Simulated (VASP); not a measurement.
Here is a VASP 6.6.1 calculation.

File INCAR:

```
SYSTEM = MoW2C4
PREC = Accurate
ENCUT = 600
EDIFF = 1E-6
ISMEAR = 0
SIGMA = 0.2
LREAL = .False.
LASPH = .True.
NELM = 120
ALGO = Normal
ISIF = 2
LWAVE = .False.
LCHARG = .False.
GGA = PE
NBANDS = 38
GGA_COMPAT = .False.
```

The input KPOINTS:

```
Automatic mesh
0
Gamma
  4 4 3
  0 0 0
```

Contents of POSCAR:

```
MoW2C4
1.0
    5.0088149473      0.0000000030      0.0000000000
   -2.5044074762      4.3377609857      0.0000000000
    0.0000000000      0.0000000000      3.5721194806
Mo W C
1 2 4
Direct
    0.0000000000      0.0000000000      0.5000000000
    0.3333333333      0.6666666667      0.5000000000
    0.6666666667      0.3333333333      0.5000000000
    0.5000000000      0.0000000000      0.0000000000
    0.0000000000      0.5000000000      0.0000000000
    0.5000000000      0.5000000000      0.0000000000
    0.0000000000      0.0000000000      0.0000000000
```

Potentials or basis: VASP PAW PBE potentials, release 64 (Mo_sv, W_sv, C).

Run with:

```bash
$ cat potpaw_PBE.64/Mo_sv/POTCAR potpaw_PBE.64/W_sv/POTCAR potpaw_PBE.64/C/POTCAR > POTCAR
$ mpirun -np 1 vasp_std > vasp.out
```

(1) Predict the band gap on the k mesh.

(2) Estimate the pressure.

Answers

(1) zero (bands 29 and 30 overlap by 0.97 eV).

(2) 0.7 GPa.

Caveat: the k points lie up to 0.59 Å⁻¹ apart, too coarse for converged energies and pressures of a metal; spin-orbit coupling is left out, which moves the levels of the heavy elements.
